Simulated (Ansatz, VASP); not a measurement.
## One calculation of AlN, two programs

The input INCAR:

```
PREC     = Accurate       # precision mode
ENCUT    = 520            # plane-wave cutoff, eV
EDIFF    = 1E-6           # SCF threshold, eV
ISMEAR   = -1             # smearing method
SIGMA    = 0.02           # smearing width, eV
LREAL    = F              # projectors in reciprocal space
LASPH    = T              # aspherical terms in the spheres
NELM     = 60             # most SCF steps
ALGO     = Normal         # electronic algorithm
ISIF     = 2              # what is computed and relaxed
LWAVE    = F              # write WAVECAR
LCHARG   = T              # write CHGCAR
GGA      = PS             # functional
LELF     = T              # ELF
LVHAR    = T            
NBANDS   = 16             # bands
```

KPOINTS

```
regular mesh
0
Gamma
  11 11 6
```

POSCAR

```
AlN
1.0
    3.2043322162      0.0000000000      0.0000000000
   -1.6021661081      2.7750331013      0.0000000000
    0.0000000000      0.0000000000      4.9780000000
Al N
2 2
Direct
    0.3333333333      0.6666666667      0.0000000000
    0.6666666667      0.3333333333      0.5000000000
    0.3333333333      0.6666666667      0.3850000000
    0.6666666667      0.3333333333      0.8850000000
```

Input for Ansatz:

```yaml
crystal:
  lattice:
    - [3.2043322162, 0.0, 0.0]
    - [-1.6021661081, 2.7750331013, 0.0]
    - [0.0, 0.0, 4.978]
  atoms:
    - { symbol: Al, position: [0.3333333333, 0.6666666667, 0.0] }
    - { symbol: Al, position: [0.6666666667, 0.3333333333, 0.5] }
    - { symbol: "N", position: [0.3333333333, 0.6666666667, 0.385] }
    - { symbol: "N", position: [0.6666666667, 0.3333333333, 0.885] }
kpoints:
  mp_grid: { grid: [11, 11, 6] }
  band_path:
    path:
      - [0.0, 0.0, 0.0]
      - [0.5, 0.0, 0.0]
      - [0.3333333333, 0.3333333333, 0.0]
      - [0.0, 0.0, 0.0]
      - [0.0, 0.0, 0.5]
      - [0.5, 0.0, 0.5]
      - [0.3333333333, 0.3333333333, 0.5]
      - [0.0, 0.0, 0.5]
      - [0.5, 0.0, 0.5]
    npoints: 5
scf:
  occupations: { method: fermi_dirac, width: 0.02 }
hamiltonian:
  xc: pbesol
  pseudopotentials: { kind: all_electron, lapw: { basis_error: 0.001 } }
output:
  forces: true
  stress: true
  eigenvalues: true
```

Change from the starting cell: equal xx and yy strain of +3 %.

Alike in both runs: task single point; functional PBEsol; k mesh 11 × 11 × 6; occupations fermi-dirac, width 0.02 eV; no spin polarisation.

|  | VASP | Ansatz |
| --- | --- | --- |
| version | VASP 6.6.1 | Ansatz 0.2.0 |
| potentials or method | VASP PAW PBE potentials, release 64 (Al, N), cutoff 520 eV | all-electron LAPW, scalar-relativistic |

|  | VASP | Ansatz | Ansatz less VASP |
| --- | --- | --- | --- |
| gap on the k mesh at the Fermi level (eV) | 3.51 | 3.51 | -0.003 |
| pressure (GPa) | -10.5 | -10.4 | +0.04 |
| traceless stress, the component that is largest in VASP (GPa) | 6.07 | 5.99 | -0.075 |
| rms of the force components (eV/Å) | 0.058 | 0.055 | -0.0025 |

VASP's potentials were made for PBE, not for PBEsol. Atom by atom the forces differ by 0.003 eV/Å (rms over components). Ansatz ran all-electron here, and VASP with PAW potentials.
